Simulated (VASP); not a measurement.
# TiTe2 (P-3m1) in VASP: notebook, part 2 of 2

VASP 6.6.1. Earlier steps stand in the parts before.

**4. Electric field gradients, r2SCAN**

File POSCAR:

```
TiTe2
1.0
    3.7770000000      0.0000000000      0.0000000000
   -1.8885000000      3.2709779501      0.0000000000
    0.0000000000      0.0000000000      6.4980000000
Ti Te
1 2
Direct
    0.0000000000      0.0000000000      0.0000000000
    0.6666666667      0.3333333333      0.2632543732
    0.3333333333      0.6666666667      0.7367456268
```

File INCAR.step1:

```
  ALGO = Normal
  EDIFF = 1E-5
  ENCUT = 440
  GGA = PE
  GGA_COMPAT = F
  ISMEAR = -1
  LASPH = T
  LCHARG = F
  LREAL = F
  LWAVE = T
  NBANDS = 19
  NELM = 120
  PREC = Accurate
  SIGMA = 0.05
```

File INCAR.step2:

```
  ALGO = Normal
  EDIFF = 1E-8
  ENCUT = 440
  GGA_COMPAT = F
  ISIF = 2
  ISMEAR = -1
  ISTART = 1
  LASPH = T
  LCHARG = F
  LEFG = T
  LMIXTAU = T
  LREAL = F
  LWAVE = F
  METAGGA = R2SCAN
  NBANDS = 19
  NELM = 120
  PREC = Accurate
  SIGMA = 0.05
```

File KPOINTS:

```
k-points
0
Gamma
  10 10 5
```

Potentials or basis: VASP PAW PBE potentials, release 64 (Ti_sv, Te).

On the command line:

```
> cat potpaw_PBE.64/Ti_sv/POTCAR potpaw_PBE.64/Te/POTCAR > POTCAR
> cp INCAR.step1 INCAR
> mpirun -np 1 vasp_std > vasp.out
> cp INCAR.step2 INCAR
> mpirun -np 1 vasp_std > vasp.out
```

OUTCAR:

```text
EDIFF = 1E-8
   ENCUT = 440
   ISIF = 2
   ISMEAR = -1
   ISTART = 1
   LASPH = T
   LREAL = F
   METAGGA = R2SCAN
   NELM = 120
   PREC = Accurate

 ion  position               nearest neighbor table
   1  0.000  0.000  0.000-   2 2.77   3 2.77   2 2.77   3 2.77   2 2.77   3 2.77
   2  0.667  0.333  0.263-   1 2.77   1 2.77   1 2.77
   3  0.333  0.667  0.737-   1 2.77   1 2.77   1 2.77

  LATTYP: Found a hexagonal cell.
 ALAT       =     3.7770000000
 C/A-ratio  =     1.7204130262

  Lattice vectors:

 A1 = (   3.7770000000,   0.0000000000,   0.0000000000)
 A2 = (  -1.8885000000,   3.2709779501,   0.0000000000)
 A3 = (   0.0000000000,   0.0000000000,   6.4980000000)

Analysis of symmetry for initial positions (statically):
=====================================================================
 Subroutine PRICEL returns:
 Original cell was already a primitive cell.

 Routine SETGRP: Setting up the symmetry group for a
 hexagonal supercell.

[... 722 lines left out ...]
     0.000000000  0.000000000  6.498000000     0.000000000  0.000000000  0.153893506

 POSITION                                       TOTAL-FORCE (eV/Angst)
 -----------------------------------------------------------------------------------
      0.00000      0.00000      0.00000        -0.000000      0.000000      0.000000
      1.88850      1.09033      1.71063        -0.000000     -0.000000     -0.207939
     -0.00000      2.18065      4.78737         0.000000      0.000000      0.207939
 -----------------------------------------------------------------------------------
    total drift:                                0.000000     -0.000000     -0.000000

  FREE ENERGIE OF THE ION-ELECTRON SYSTEM (eV)
  ---------------------------------------------------
  free  energy   TOTEN  =       -66.2617953716 eV

  energy  without entropy=      -66.2518297107  energy(sigma->0) =      -66.25681254

 Electric field gradients (V/A^2)
---------------------------------------------------------------------
 ion       V_xx      V_yy      V_zz      V_xy      V_xz      V_yz
---------------------------------------------------------------------
   1      12.918    12.920   -25.839     0.002     0.000    -0.000
   2      30.363    30.363   -60.726    -0.000     0.000    -0.000
   3      30.363    30.363   -60.726    -0.000     0.000    -0.000
---------------------------------------------------------------------

 Electric field gradients after diagonalization (V/A^2)
 (convention: |V_zz| > |V_xx| > |V_yy|)
----------------------------------------------------------------------
 ion       V_xx      V_yy      V_zz     asymmetry (V_yy - V_xx)/ V_zz
----------------------------------------------------------------------
   1      12.921    12.917   -25.839       0.000
   2      30.363    30.363   -60.726       0.000
   3      30.363    30.363   -60.726       0.000
----------------------------------------------------------------------

           NMR quadrupolar parameters

 Cq : quadrupolar parameter    Cq=e*Q*V_zz/h
 eta: asymmetry parameters     (V_yy - V_xx)/ V_zz
 Q  : nuclear electric quadrupole moment in mb (millibarn)
----------------------------------------------------------------------
 ion       Cq(MHz)       eta       Q (mb)
----------------------------------------------------------------------
   1      -0.062       0.000       1.000
   2      -0.147       0.000       1.000
   3      -0.147       0.000       1.000
----------------------------------------------------------------------
```

It took 5 min on 1 thread of AMD EPYC 7R13 (Zen 3), shared host; peak memory 0.21 GiB.

What came out:

* Free energy: -66.2618 eV
* Pressure: 0.9 GPa
* Largest force: 0.208 eV/Å
* Band gap on the k mesh: zero (bands 12 and 13 overlap by 0.59 eV)
* Largest electric field gradient by atom: Ti -25.8; Te -60.7 V/Å²

Forces on the atoms (eV/Å):
```
Ti   0.000  0.000  0.000
Te   0.000  0.000 -0.208
Te   0.000  0.000  0.208
```

Stress tensor (GPa, compression positive):
```
1.07 0.00 0.00
0.00 1.07 0.00
0.00 0.00 0.63
```

Levels at points of the mesh, in eV from the Fermi level:
```csv
k point,band 9,band 10,band 11,band 12,band 13,band 14,band 15,band 16
"(0.00, 0.00, 0.00)",-1.95,0.39,0.39,0.42,0.43,0.94,0.94,3.06
"(0.50, 0.00, 0.00)",-2.98,-2.62,-2.04,-1.36,0.04,1.19,1.59,2.43
```

Electric field gradients, principal values (V/Å²):
| atom | least | middle | greatest (by size) |
| --- | --- | --- | --- |
| 1 Ti | 12.917 | 12.921 | -25.839 |
| 2 Te | 30.363 | 30.363 | -60.726 |
| 3 Te | 30.363 | 30.363 | -60.726 |

Caveat: without QUAD_EFG the Cq values of the log hold for a quadrupole moment of 1 mb, not for the nuclei; the PAW data sets were made with another functional, which shifts forces and pressure a little; spin-orbit coupling is left out, which moves the levels of the heavy elements.

**5. Summary**

| level | k mesh | cutoff (eV) | smearing | gap on the mesh (eV) | pressure (GPa) | largest force (eV/Å) |
| --- | --- | --- | --- | --- | --- | --- |
| PBE | 9 × 9 × 5 | 400 | fermi-dirac 0.02 eV | none | 0.8 | 0.03 |
| PBE | 10 × 10 × 5 | 400 | fermi-dirac 0.05 eV | none | 0.8 | 0.04 |
| r2SCAN | 10 × 10 × 5 | 440 | fermi-dirac 0.05 eV | none | 0.9 | 0.21 |

Some of these runs hold the atoms at other places in the same cell, which the table doesn't show; runs alike in all that it shows share one row.

Alike in all rows: task electric field gradients; potentials or basis VASP PAW PBE potentials, release 64 (Ti_sv, Te); no spin polarisation; cell as given.

Caveats: spin-orbit coupling is left out, which moves the levels of the heavy elements; this functional lacks dispersion, which binds the layers, so the pressure and a relaxed spacing across them are unreliable (at least some runs); the PAW data sets were made with another functional, which shifts forces and pressure a little (at least some runs).

Total energies depend on the potentials used, so only differences within one code and one set of settings carry meaning.
